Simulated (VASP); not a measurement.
# Ti (I4/mmm) in VASP: single point with PBEsol

Aim: the single point of Ti with PBEsol.

Program: VASP 6.6.1. These are calculated values, not measurements. Logs are shortened: lines on timing, memory, paths and dates and some standing lists are left out, and cuts for length are marked.

### 1 The cell of the first run

It takes space group I4/mmm (No. 139, tetragonal). The conventional cell has a = 2.925 Å, b = 2.925 Å, c = 4.007 Å, α = 90.00°, β = 90.00°, γ = 90.00°. Ti (site symmetry 4/mmm) has 12 Ti at 2.88 to 2.93 Å within 3.8 Å.

### 2 Single point, PBEsol (biaxial strain in the a-b plane: +2.0 %)

File INCAR:

```
ALGO = Fast
EDIFF = 1E-6
ENCUT = 520
GGA = PS
ISIF = 2
ISMEAR = 0
LASPH = T
LCHARG = T
LELF = T
LREAL = F
LVHAR = T
LWAVE = F
NBANDS = 19
NELM = 80
PREC = Accurate
SIGMA = 0.1
```

File KPOINTS:

```
k-points
0
Gamma
  18 18 14
```

File POSCAR:

```
Ti
1.0
    2.0684795744      2.0684795744      0.0000000000
   -2.0684795744      2.0684795744      0.0000000000
    0.0000000000      0.0000000000      4.0071721950
Ti
2
Direct
    0.0000000000      0.0000000000      0.0000000000
    0.5000000000      0.5000000000      0.5000000000
```

Potentials or basis: VASP PAW PBE potentials, release 64 (Ti_sv).

On the command line:

```console
cat potpaw_PBE.64/Ti_sv/POTCAR > POTCAR
mpirun -np 1 vasp_std > vasp.out
```

OUTCAR:

```text
EDIFF = 1E-6
   ENCUT = 520
   GGA = PS
   ISIF = 2
   ISMEAR = 0
   LASPH = T
   LREAL = F
   NELM = 80
   PREC = Accurate

 ion  position               nearest neighbor table
   1  0.000  0.000  0.000-   2 2.88   2 2.88   2 2.88   2 2.88   2 2.88   2 2.88   2 2.88   2 2.88

   2  0.500  0.500  0.500-   1 2.88   1 2.88   1 2.88   1 2.88   1 2.88   1 2.88   1 2.88   1 2.88

  LATTYP: Found a simple tetragonal cell.
 ALAT       =     2.9252718676
 C/A-ratio  =     1.3698460780

  Lattice vectors:

 A1 = (   2.0684795744,   2.0684795744,   0.0000000000)
 A2 = (  -2.0684795744,   2.0684795744,   0.0000000000)
 A3 = (   0.0000000000,   0.0000000000,   4.0071721950)

Analysis of symmetry for initial positions (statically):
=====================================================================
 Subroutine PRICEL returns following result:

  LATTYP: Found a body centered tetragonal cell.
 ALAT       =     2.9252718676
 C/A-ratio  =     1.3698460780

  Lattice vectors:

 A1 = (   0.0000000000,  -2.0684795744,  -2.0035860975)
 A2 = (   0.0000000000,   2.0684795744,  -2.0035860975)
 A3 = (   2.0684795744,   0.0000000000,   2.0035860975)

   2 primitive cells build up your supercell.

 Routine SETGRP: Setting up the symmetry group for a
 simple tetragonal supercell.

 Subroutine GETGRP returns: Found 16 space group operations
 (whereof 16 operations were pure point group operations)
 out of a pool of 16 trial point group operations.

The static configuration has the point symmetry D_4h.

Analysis of symmetry for dynamics (positions and initial velocities):
=====================================================================
 Subroutine PRICEL returns following result:

  LATTYP: Found a body centered tetragonal cell.
 ALAT       =     2.9252718676
 C/A-ratio  =     1.3698460780

  Lattice vectors:

 A1 = (   0.0000000000,  -2.0684795744,  -2.0035860975)
 A2 = (   0.0000000000,   2.0684795744,  -2.0035860975)
 A3 = (   2.0684795744,   0.0000000000,   2.0035860975)

   2 primitive cells build up your supercell.

 Routine SETGRP: Setting up the symmetry group for a
 simple tetragonal supercell.

 Subroutine GETGRP returns: Found 16 space group operations
 (whereof 16 operations were pure point group operations)
 out of a pool of 16 trial point group operations.

[... 86 lines left out ...]
   NGX,Y,Z   is equivalent  to a cutoff of  13.64, 13.64, 12.45 a.u.
   NGXF,Y,Z  is equivalent  to a cutoff of  27.28, 27.28, 24.89 a.u.
 SYSTEM =  unknown system
   PREC   = accura    normal or accurate (medium, high low for compatibility)
   ISTART =      0    job   : 0-new  1-cont  2-samecut
   ICHARG =      2    charge: 1-file 2-atom 10-const
   ISPIN  =      1    spin polarized calculation?
   LNONCOLLINEAR =      F non collinear calculations
   LSORBIT =      F    spin-orbit coupling
   LASPH  =      T    aspherical Exc in radial PAW
   ENCUT  =  520.0 eV  38.22 Ry    6.18 a.u.   5.44  5.44  7.45*2*pi/ulx,y,z
   NELM   =     80;   NELMIN=  2; NELMDL= -5     # of ELM steps
   EDIFF  = 0.1E-05   stopping-criterion for ELM
   LREAL  =      F    real-space projection
   EDIFFG = 0.1E-04   stopping-criterion for IOM
   NSW    =      0    number of steps for IOM
   IBRION =     -1    ionic relax: 0-MD 1-quasi-New 2-CG
   NFREE  =      0    steps in history (QN), initial steepest desc. (CG)
   ISIF   =      2    stress and relaxation
   ISYM   =      2    0-nonsym 1-usesym 2-fastsym
   POTIM  = 0.5000    time-step for ionic-motion
   TEBEG  =    0.0;   TEEND  =   0.0 temperature during run
   PSTRESS=    0.0 pullay stress
   NELECT =      24.0000    total number of electrons
   NUPDOWN=      -1.0000    fix difference up-down
   EMIN   =  10.00;   EMAX   =-10.00  energy-range for DOS
   EFERMI =   0.00;   METHOD = LEGACY
   ISMEAR =     0;   SIGMA  =   0.10  broadening in eV -4-tet -1-fermi 0-gaus
   EFERMI_NEDOS =   21; number of points for ismear=-14 and -15
   IALGO  =     68    algorithm
   IMIX   =      4    mixing-type and parameters
     AMIX     =   0.40;   BMIX     =  1.00
     AMIX_MAG =   1.60;   BMIX_MAG =  1.00
  volume/ion in A,a.u.               =      17.15       115.70
  Fermi-wavevector in a.u.,A,eV,Ry     =   1.453522  2.746759 28.745404  2.112728
  Thomas-Fermi vector in A             =   2.570779
   LORBIT       =      0    0 simple, 1 ext, 2 COOP (PROOUT), +10 PAW based schemes
   GGA     = PS    functional components
   LHFCALC =     F    Hartree Fock is set to
   AEXX    =    0.0000 exact exchange contribution
   IVDW    =     0    specifies the selected vdW correction
   LEPSILON=     F    determine dielectric tensor
   LRPA    =     F    only Hartree local field effects (RPA)
 non-spin polarized calculation
 RMM-DIIS sequential band-by-band and
 Gauss-broadening in eV      SIGMA  =   0.10
  energy-cutoff  :      520.00
  volume of cell :       34.29
 maximum number of plane-waves:       943
 NGX is ok and might be reduce to    24
   NGX = 11   NGY = 11   NGZ = 15

 number of electron      24.0000004 magnetization

 Free energy of the ion-electron system (eV)
  ---------------------------------------------------
  ext. energy  EPLUGINS =         0.00000000
  ---------------------------------------------------
  free energy    TOTEN  =       -16.56222788 eV

  energy without entropy =      -16.54406467  energy(sigma->0) =      -16.55314627

 E-fermi :   8.2278     XC(G=0): -11.6981

 val. band max:        8.2273445800   @ k =   0.5000   0.1667   0.0000
 cond. band min:       8.2296672597   @ k =   0.2222   0.2222   0.0714
 fundamental gap:      0.0023226796
 Fermi energy:         8.2277982227

 k-point     1 :       0.0000    0.0000    0.0000
  band No.  band energies     occupation
      1     -48.2269      2.00000
      2     -48.0426      2.00000
      3     -24.8213      2.00000
      4     -24.4390      2.00000
      5     -24.4390      2.00000
      6     -24.1670      2.00000
[... 505 lines left out ...]
      6     -24.3686      2.00000
[... 11 lines left out ...]
     18      11.5232      0.00000
     19      11.6394      0.00000

 [... further k-points ...]
[... 5 lines left out ...]
  --------------------------------------------------------------------------------------
  -------------------------------------------------------------------------------------
  Total       -0.7864863     -0.7864863     -0.5469534      0.0000000      0.0000000     -0.0000000
  in kB      -36.7477924    -36.7477924    -25.5558545      0.0000000      0.0000000     -0.0000000
  external PRESSURE =     -33.0171465 kB  Pullay stress =       0.0000000 kB

 VOLUME and BASIS-vectors are now :
 -----------------------------------------------------------------------------
  energy-cutoff  :      520.00
  volume of cell :       34.29
      direct lattice vectors                 reciprocal lattice vectors
     2.068479574  2.068479574  0.000000000     0.241723441  0.241723441  0.000000000
    -2.068479574  2.068479574  0.000000000    -0.241723441  0.241723441  0.000000000
     0.000000000  0.000000000  4.007172195     0.000000000  0.000000000  0.249552540

 POSITION                                       TOTAL-FORCE (eV/Angst)
 -----------------------------------------------------------------------------------
      0.00000      0.00000      0.00000         0.000000     -0.000000      0.000000
      0.00000      2.06848      2.00359        -0.000000      0.000000     -0.000000
 -----------------------------------------------------------------------------------
    total drift:                               -0.000000      0.000000     -0.000000

  FREE ENERGIE OF THE ION-ELECTRON SYSTEM (eV)
  ---------------------------------------------------
  free  energy   TOTEN  =       -16.5622278803 eV

  energy  without entropy=      -16.5440646671  energy(sigma->0) =      -16.55314627
```

OSZICAR:

```text
N       E                     dE             d eps       ncg     rms          rms(c)
DAV:   1     0.255868503241E+03    0.25587E+03   -0.12629E+04 16728   0.155E+03
DAV:   2     0.626379851212E+01   -0.24960E+03   -0.24561E+03 17080   0.436E+02
DAV:   3    -0.179943672007E+02   -0.24258E+02   -0.23905E+02 30916   0.119E+02
[... 26 lines left out ...]
RMM:  30    -0.165622226477E+02   -0.22137E-05   -0.25705E-05 17418   0.208E-02    0.324E-03
RMM:  31    -0.165622245576E+02   -0.19100E-05   -0.21731E-05 18480   0.182E-02    0.317E-03
RMM:  32    -0.165622258938E+02   -0.13362E-05   -0.15181E-05 19110   0.179E-02    0.384E-03
RMM:  33    -0.165622270682E+02   -0.11744E-05   -0.13717E-05 16034   0.146E-02    0.397E-03
RMM:  34    -0.165622278803E+02   -0.81202E-06   -0.96223E-06 15780   0.131E-02
   1 F= -.16562228E+02 E0= -.16553146E+02  d E =-.181632E-01
```

Run time: 3.5 min. Hardware: 1 thread of Intel Xeon 6975P-C (Granite Rapids), shared host; peak memory 0.33 GiB.

Results:

- Free energy: -16.5622 eV
- Pressure: -3.3 GPa
- Band gap on the k mesh: zero (bands 12 and 13 overlap by 1.34 eV)

Levels at points of the mesh, in eV from the Fermi level:
```csv
k point,band 8,band 9,band 10,band 11,band 12,band 13,band 14,band 15,band 16,band 17
"(0.00, 0.00, 0.00)",-32.39,-6.12,-2.61,-1.79,0.81,0.81,1.06,2.39,2.68,3.31
"(0.50, 0.00, 0.00)",-32.50,-2.18,-2.18,-0.21,-0.21,-0.02,-0.02,1.66,1.66,2.37
"(0.50, 0.50, 0.00)",-32.61,-2.63,-2.63,-1.71,-1.71,2.71,2.71,3.63,3.63,3.84
"(0.00, 0.00, 0.50)",-32.53,-3.73,-3.73,-0.55,-0.55,1.36,1.36,1.98,1.98,1.98
"(0.50, 0.00, 0.50)",-32.47,-2.62,-2.62,0.62,0.62,0.68,0.68,0.91,0.91,3.58
"(0.50, 0.50, 0.50)",-32.66,-1.48,-1.48,-0.41,-0.41,-0.41,-0.41,2.21,2.21,3.84
```

Caveat: the cell differs from its parent crystal (biaxial strain in the a-b plane: +2.0 %); the cell stands under tension; the PAW data sets were made with another functional, which shifts forces and pressure a little.
